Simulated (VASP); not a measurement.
# CoSi16 (a cell with a defect) in VASP: single point with PBE+D3(BJ)

Aim: the single point of CoSi16 (a cell with a defect) with PBE+D3(BJ).

Everything below comes from runs of VASP 6.6.1. Logs are shortened: lines on timing, memory, paths and dates and some standing lists are left out, and cuts for length are marked.

### Step 1. The cell of the first run

The cell holds a defect, 17 atoms: a = 7.679 Å, b = 7.679 Å, c = 7.679 Å, α = 60.00°, β = 60.00°, γ = 60.00°.

### Step 2. Single point, PBE+D3(BJ), collinear spin, ferromagnetic start

The input, INCAR:

```
ALGO = Normal ; EDIFF = 1E-6
ENCUT = 520 ; GGA = PE
ISIF = 2 ; ISMEAR = -1
ISPIN = 2 ; IVDW = 12
LASPH = True ; LCHARG = False
LMAXMIX = 4 ; LORBIT = 11
LREAL = Auto ; LWAVE = False
MAGMOM = 0 0 0 0 0 0 0 0 0 0 0 0 0 0 0 0 1 ; NBANDS = 54
NELM = 150 ; PREC = Accurate
SIGMA = 0.02
```

The input, KPOINTS:

```
k-points
0
Gamma
  2 2 2
```

The input, POSCAR:

```
CoSi16
1.0
    0.0000000000      5.4300000000      5.4300000000
    5.4300000000      0.0000000000      5.4300000000
    5.4300000000      5.4300000000      0.0000000000
Si Co
16 1
Direct
    0.0024618992     -0.0135843966      0.0054241155
    0.1229868441      0.1259101221      0.1271305977
   -0.0115208512      0.0015166056      0.5041774668
    0.1230301218      0.1238540649      0.6246001659
    0.0040311790      0.5059651502      0.0080339709
    0.1684699574      0.6123511956      0.1117703341
    0.0029600647      0.5048336863      0.4850133648
    0.1238967770      0.6252569022      0.6267693331
    0.4945537670      0.0004774128      0.0035269164
    0.6327293059      0.1110864729      0.1280407431
    0.4944003160      0.0000356128      0.5014726362
    0.6136500969      0.1275294052      0.6290875487
    0.5476466286      0.4840000154     -0.0150197194
    0.6346308954      0.6270569882      0.1280793236
    0.4952298848      0.5021123802      0.5015631896
    0.6336586511      0.6266669980      0.6118776116
   -0.0251481377      0.3436300842      0.8401690017
```

Potentials or basis: VASP PAW PBE potentials, release 64 (Si, Co).

Command:

```
> cat potpaw_PBE.64/Si/POTCAR potpaw_PBE.64/Co/POTCAR > POTCAR
> mpirun -np 1 vasp_std > vasp.out
```

OUTCAR:

```text
EDIFF = 1E-6
   ENCUT = 520
   GGA = PE
   ISIF = 2
   ISMEAR = -1
   ISPIN = 2
   IVDW = 12
   LASPH = True
   LORBIT = 11
   LREAL = Auto
   NELM = 150
   PREC = Accurate
 IVDW          = 12

 ion  position               nearest neighbor table
   1  0.002  0.986  0.005-  10 2.32  17 2.32   6 2.36   4 2.39   2 2.39
   2  0.123  0.126  0.127-   9 2.33   3 2.36   5 2.39   1 2.39  17 2.42
   3  0.988  0.002  0.504-  12 2.35   8 2.36   2 2.36   4 2.37
   4  0.123  0.124  0.625-  11 2.33   3 2.37   1 2.39   7 2.39  17 2.42
   5  0.004  0.506  0.008-  14 2.32  17 2.33   6 2.36   2 2.39   8 2.39
   6  0.168  0.612  0.112-   7 2.36   1 2.36   5 2.36  13 2.38
   7  0.003  0.505  0.485-  17 2.31  16 2.32   6 2.36   4 2.39   8 2.40
   8  0.124  0.625  0.627-  15 2.33   3 2.36   5 2.39  17 2.39   7 2.40
   9  0.495  0.000  0.004-   2 2.33  10 2.34  14 2.34  12 2.35
  10  0.633  0.111  0.128-   1 2.32   9 2.34  11 2.34  13 2.35
  11  0.494  0.000  0.501-   4 2.33  16 2.34  10 2.34  12 2.35
  12  0.614  0.128  0.629-  11 2.35   9 2.35  15 2.35   3 2.35
  13  0.548  0.484  0.985-  10 2.35  14 2.35  16 2.35   6 2.38  17 2.68
  14  0.635  0.627  0.128-   5 2.32   9 2.34  15 2.34  13 2.35  17 3.13
  15  0.495  0.502  0.502-   8 2.33  16 2.34  14 2.34  12 2.35
  16  0.634  0.627  0.612-   7 2.32  15 2.34  11 2.34  13 2.35  17 3.12
  17  0.975  0.344  0.840-   7 2.31   1 2.32   5 2.33   8 2.39   2 2.42   4 2.42  13 2.68  16 3.12
                            14 3.13

  LATTYP: Found a face centered cubic cell.
 ALAT       =    10.8600000000

  Lattice vectors:

 A1 = (   0.0000000000,   5.4300000000,   5.4300000000)
 A2 = (   5.4300000000,   0.0000000000,   5.4300000000)
 A3 = (   5.4300000000,   5.4300000000,   0.0000000000)

Analysis of symmetry for initial positions (statically):
=====================================================================
 Subroutine PRICEL returns:
 Original cell was already a primitive cell.

 Routine SETGRP: Setting up the symmetry group for a
 face centered cubic supercell.

 Subroutine GETGRP returns: Found  1 space group operations
 (whereof  1 operations were pure point group operations)
 out of a pool of 48 trial point group operations.

The static configuration has the point symmetry C_1 .

Analysis of symmetry for dynamics (positions and initial velocities):
=====================================================================
 Subroutine PRICEL returns:
 Original cell was already a primitive cell.

 Routine SETGRP: Setting up the symmetry group for a
 face centered cubic supercell.

 Subroutine GETGRP returns: Found  1 space group operations
 (whereof  1 operations were pure point group operations)
 out of a pool of 48 trial point group operations.

The dynamic configuration has the point symmetry C_1 .

Analysis of structural, dynamic, and magnetic symmetry:
=====================================================================
 Subroutine PRICEL returns:
 Original cell was already a primitive cell.

 Routine SETGRP: Setting up the symmetry group for a
 face centered cubic supercell.

 Subroutine GETGRP returns: Found  1 space group operations
 (whereof  1 operations were pure point group operations)
 out of a pool of 48 trial point group operations.

The overall configuration has the point symmetry C_1 .

 Subroutine INISYM returns: Found  1 space group operations
 (whereof  1 operations are pure point group operations),
 and found     1 'primitive' translations

----------------------------------------------------------------------------------------

                                     Primitive cell

  volume of cell :     320.2060

  direct lattice vectors                    reciprocal lattice vectors
     0.000000000  5.430000000  5.430000000    -0.092081031  0.092081031  0.092081031
     5.430000000  0.000000000  5.430000000     0.092081031 -0.092081031  0.092081031
     5.430000000  5.430000000  0.000000000     0.092081031  0.092081031 -0.092081031

  length of vectors
     7.679179644  7.679179644  7.679179644     0.159489025  0.159489025  0.159489025

  position of ions in fractional coordinates (direct lattice)
     0.002461899  0.986415603  0.005424115
     0.122986844  0.125910122  0.127130598
     0.988479149  0.001516606  0.504177467
     0.123030122  0.123854065  0.624600166
     0.004031179  0.505965150  0.008033971
     0.168469957  0.612351196  0.111770334
[... 74 lines left out ...]
   NGX,Y,Z   is equivalent  to a cutoff of  12.99, 12.99, 12.99 a.u.
   NGXF,Y,Z  is equivalent  to a cutoff of  25.98, 25.98, 25.98 a.u.
 SYSTEM =  unknown system
   PREC   = accura    normal or accurate (medium, high low for compatibility)
   ISTART =      0    job   : 0-new  1-cont  2-samecut
   ICHARG =      2    charge: 1-file 2-atom 10-const
   ISPIN  =      2    spin polarized calculation?
   LNONCOLLINEAR =      F non collinear calculations
   LSORBIT =      F    spin-orbit coupling
   LASPH  =      T    aspherical Exc in radial PAW
   ENCUT  =  520.0 eV  38.22 Ry    6.18 a.u.  14.28 14.28 14.28*2*pi/ulx,y,z
   NELM   =    150;   NELMIN=  2; NELMDL= -5     # of ELM steps
   EDIFF  = 0.1E-05   stopping-criterion for ELM
   LREAL  =      T    real-space projection
   EDIFFG = 0.1E-04   stopping-criterion for IOM
   NSW    =      0    number of steps for IOM
   IBRION =     -1    ionic relax: 0-MD 1-quasi-New 2-CG
   NFREE  =      0    steps in history (QN), initial steepest desc. (CG)
   ISIF   =      2    stress and relaxation
   ISYM   =      2    0-nonsym 1-usesym 2-fastsym
   POTIM  = 0.5000    time-step for ionic-motion
   TEBEG  =    0.0;   TEEND  =   0.0 temperature during run
   PSTRESS=    0.0 pullay stress
   NELECT =      73.0000    total number of electrons
   NUPDOWN=      -1.0000    fix difference up-down
   EMIN   =  10.00;   EMAX   =-10.00  energy-range for DOS
   EFERMI =   0.00;   METHOD = LEGACY
   ISMEAR =    -1;   SIGMA  =   0.02  broadening in eV -4-tet -1-fermi 0-gaus
   EFERMI_NEDOS =   21; number of points for ismear=-14 and -15
   IALGO  =     38    algorithm
   IMIX   =      4    mixing-type and parameters
     AMIX     =   0.40;   BMIX     =  1.00
     AMIX_MAG =   1.60;   BMIX_MAG =  1.00
  volume/ion in A,a.u.               =      18.84       127.11
  Fermi-wavevector in a.u.,A,eV,Ry     =   1.000090  1.889897 13.608288  1.000181
  Thomas-Fermi vector in A             =   2.132424
   LORBIT       =     11    0 simple, 1 ext, 2 COOP (PROOUT), +10 PAW based schemes
   GGA     = PE    functional components
   LHFCALC =     F    Hartree Fock is set to
   AEXX    =    0.0000 exact exchange contribution
   IVDW    =    12    specifies the selected vdW correction
   LEPSILON=     F    determine dielectric tensor
   LRPA    =     F    only Hartree local field effects (RPA)
 spin polarized calculation
  energy-cutoff  :      520.00
  volume of cell :      320.21
 maximum number of plane-waves:      8646
 NGX is ok and might be reduce to    60
   NGX = 29   NGY = 29   NGZ = 29

 number of electron      73.0000000 magnetization       0.5552286

 Free energy of the ion-electron system (eV)
  ---------------------------------------------------
  ext. energy  EPLUGINS =         0.00000000
  ---------------------------------------------------
  free energy    TOTEN  =       -91.27690049 eV

  energy without entropy =      -91.27109200  energy(sigma->0) =      -91.27399625

 E-fermi :   6.4202     XC(G=0):  -9.6836

 val. band max:        6.4035820070   @ k =   0.0000   0.0000   0.0000
 cond. band min:       6.4310085196   @ k =   0.5000   0.0000   0.0000
 fundamental gap:      0.0274265126
 Fermi energy:         6.4201519351

 spin component 1

 k-point     1 :       0.0000    0.0000    0.0000
  band No.  band energies     occupation
      1      -5.8706      1.00000
      2      -3.5230      1.00000
      3      -3.5167      1.00000
      4      -3.5155      1.00000
      5      -3.4191      1.00000
      6      -1.8419      1.00000
[... 397 lines left out ...]
     47      10.4209      0.00000
     48      10.4959      0.00000
 Fermi energy:         6.4201519351

 spin component 2

 k-point     1 :       0.0000    0.0000    0.0000
  band No.  band energies     occupation
      1      -5.8568      1.00000
      2      -3.5075      1.00000
      3      -3.5019      1.00000
      4      -3.4977      1.00000
      5      -3.4084      1.00000
      6      -1.8264      1.00000
[... 397 lines left out ...]
     47      10.4311      0.00000
     48      10.5157      0.00000
 [bands above 48 left out]

------------------------ aborting loop because EDIFF is reached ----------------------------------------

 Edisp (eV)   -5.54755

 E8    (eV) :    -2.3035

  FORCE on cell =-STRESS in cart. coord.  units (eV):
  Direction    XX          YY          ZZ          XY          YZ          ZX
  --------------------------------------------------------------------------------------
  -------------------------------------------------------------------------------------
  Total      -1.00275    -0.84474    -0.59165    -1.14890     1.11783    -1.20168
  in kB      -5.01736    -4.22670    -2.96035    -5.74860     5.59318    -6.01269
  external pressure =       -4.07 kB  Pullay stress =        0.00 kB

 VOLUME and BASIS-vectors are now :
 -----------------------------------------------------------------------------
  energy-cutoff  :      520.00
  volume of cell :      320.21
      direct lattice vectors                 reciprocal lattice vectors
     0.000000000  5.430000000  5.430000000    -0.092081031  0.092081031  0.092081031
     5.430000000  0.000000000  5.430000000     0.092081031 -0.092081031  0.092081031
     5.430000000  5.430000000  0.000000000     0.092081031  0.092081031 -0.092081031

 POSITION                                       TOTAL-FORCE (eV/Angst)
 -----------------------------------------------------------------------------------
      5.38569      0.04282      5.36960         0.042375     -0.058951      0.017664
      1.37401      1.35814      1.35151        -0.033253     -0.019236      0.057664
      2.74592      8.10513      5.37568         0.009650     -0.018750     -0.006583
      4.06411      4.05963      1.34058         0.047014      0.018910      0.059379
      2.79102      0.06551      2.76928        -0.071618     -0.072014     -0.065394
      3.93198      1.52170      4.23986        -0.015495      0.008650      0.048478
[... 9 lines left out ...]
      6.72530      6.76326      6.84357        -0.018635     -0.012781      0.016601
      6.42803      9.85556      7.15936         0.034521      0.065201     -0.044122
 -----------------------------------------------------------------------------------
    total drift:                               -0.001804     -0.004274     -0.001249

  FREE ENERGIE OF THE ION-ELECTRON SYSTEM (eV)
  ---------------------------------------------------
  free  energy   TOTEN  =       -96.8244526531 eV

  energy  without entropy=      -96.8186441587  energy(sigma->0) =      -96.82154841

 total charge

# of ion       s       p       d       tot
------------------------------------------
    1        0.737   0.953   0.000   1.690
    2        0.734   0.944   0.000   1.677
    3        0.745   0.934   0.000   1.679
    4        0.733   0.944   0.000   1.678
    5        0.736   0.954   0.000   1.689
    6        0.766   0.901   0.000   1.667
[... 9 lines left out ...]
   16        0.746   0.947   0.000   1.693
   17        0.406   0.452   7.606   8.464
--------------------------------------------------
tot         12.277  15.596   7.606  35.479

 magnetization (x)

# of ion       s       p       d       tot
------------------------------------------
    1        0.000   0.009   0.000   0.010
    2       -0.000   0.010   0.000   0.010
    3       -0.001   0.002   0.000   0.001
    4       -0.000   0.011   0.000   0.011
    5        0.000   0.013   0.000   0.013
    6        0.001   0.007   0.000   0.008
[... 9 lines left out ...]
   16       -0.000   0.005   0.000   0.005
   17        0.003   0.001   0.360   0.364
--------------------------------------------------
tot         -0.001   0.100   0.360   0.460
```

Wall time 16 min (1 thread of Intel Xeon Platinum 8259CL at 2.50GHz (Skylake/Cascade Lake), shared host); peak memory 0.73 GiB.

Results:

| Quantity | Value |
| --- | --- |
| Free energy | -96.8245 eV |
| Pressure | -0.4 GPa |
| Largest force | 0.121 eV/Å |
| Net moment | 0.56 μB per cell |
| Site moments | Si +0.01, +0.00 (each value once); Co +0.36 μB |
| Valence electrons inside the program's atomic spheres | Si 1.69, 1.68, 1.67, 1.70 (each value once); Co 8.46 |
| Dispersion energy per atom | -0.326 eV |

Forces on the atoms (eV/Å):
```
Si   0.042 -0.059  0.018
Si  -0.033 -0.019  0.058
Si   0.010 -0.019 -0.007
Si   0.047  0.019  0.059
Si  -0.072 -0.072 -0.065
Si  -0.015  0.009  0.048
Si   0.030  0.047 -0.045
Si  -0.046  0.028 -0.008
Si   0.012  0.000 -0.019
Si  -0.020  0.022 -0.008
Si   0.004 -0.008 -0.012
Si  -0.032  0.030  0.034
Si   0.031 -0.039 -0.044
Si   0.016  0.020  0.018
Si   0.011 -0.013  0.000
Si  -0.019 -0.013  0.017
Co   0.035  0.065 -0.044
```

Stress tensor (GPa, compression positive):
```
-0.50 -0.57 -0.60
-0.57 -0.42  0.56
-0.60  0.56 -0.30
```

Caveat: the k points lie up to 0.50 Å⁻¹ apart.
